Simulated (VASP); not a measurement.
LiCl, 12 atoms in the cell. Symmetry: P6_3mc, No. 186, hexagonal system. Conventional cell: a = 3.858 Å, b = 3.858 Å, c = 18.759 Å, α = 90.00°, β = 90.00°, γ = 120.00°. Li (site symmetry 3m) has 4 Cl at 2.35 to 2.36 Å within 3.1 Å. Within 3.1 Å of Li (site symmetry 3m) lie 4 Cl at 2.35 to 2.36 Å. Li (site symmetry 3m) has 4 Cl at 2.36 Å within 3.1 Å. Cl (site symmetry 3m) has 4 Li at 2.35 Å within 3.1 Å. Within 3.1 Å of Cl (site symmetry 3m) lie 4 Li at 2.36 Å. Within 3.1 Å of Cl (site symmetry 3m) lie 4 Li at 2.36 Å. 

- Program: VASP 6.6.1
- Task: single point
- Functional: PBEsol
- Potentials or basis: VASP PAW PBE potentials, release 64 (Li_sv, Cl)
- Cutoff: 520 eV
- k mesh: 9 × 9 × 2
- Occupations: gaussian, width 0.02 eV
- Spin: no spin polarisation
- Dipole correction: no
- Further INCAR settings: ALGO = Normal; EDIFF = 1e-07; NBANDS = 42

Potentials or basis: VASP PAW PBE potentials, release 64 (Li_sv, Cl).

The run is started by

```sh
$ cat potpaw_PBE.64/Li_sv/POTCAR potpaw_PBE.64/Cl/POTCAR > POTCAR
$ mpirun -np 1 vasp_std > vasp.out
```

Hardware: 1 thread of Oxide Virtual Turin-like Processor (shared host).

How long does it take, and how much memory?

Wall time 3.1 min on 1 thread of Oxide Virtual Turin-like Processor, on a shared host, peak memory 0.39 GiB. Counts: scf iterations 15, k points 24.
